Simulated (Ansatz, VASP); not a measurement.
## Cu: VASP beside Ansatz

```
CELL_PARAMETERS angstrom
0.01808 1.81654 1.81654
1.81654 0.01808 1.81654
1.81654 1.81654 0.01808
ATOMIC_POSITIONS crystal
Cu 0.00000 0.00000 0.00000
```

Change from the starting cell: equal xy, yz and zx shear strains of +1 %.

Alike in both runs: task single point; functional PBE; k mesh 19 × 19 × 19; occupations fermi-dirac, width 0.08 eV; no spin polarisation.

|  | VASP | Ansatz |
| --- | --- | --- |
| version | VASP 6.6.1 | Ansatz 0.2.0 |
| potentials or method | VASP PAW PBE potentials, release 64 (Cu), cutoff 520 eV | all-electron LAPW, scalar-relativistic |

Ansatz gave:

- pressure (GPa): 1.7
- traceless stress, the component that is largest in VASP (GPa): -0.76

Q: Estimate VASP's values.

A: Pressure (GPa): 2.3; traceless stress, the component that is largest in VASP (GPa): -0.75.

Ansatz ran all-electron here, and VASP with PAW potentials.
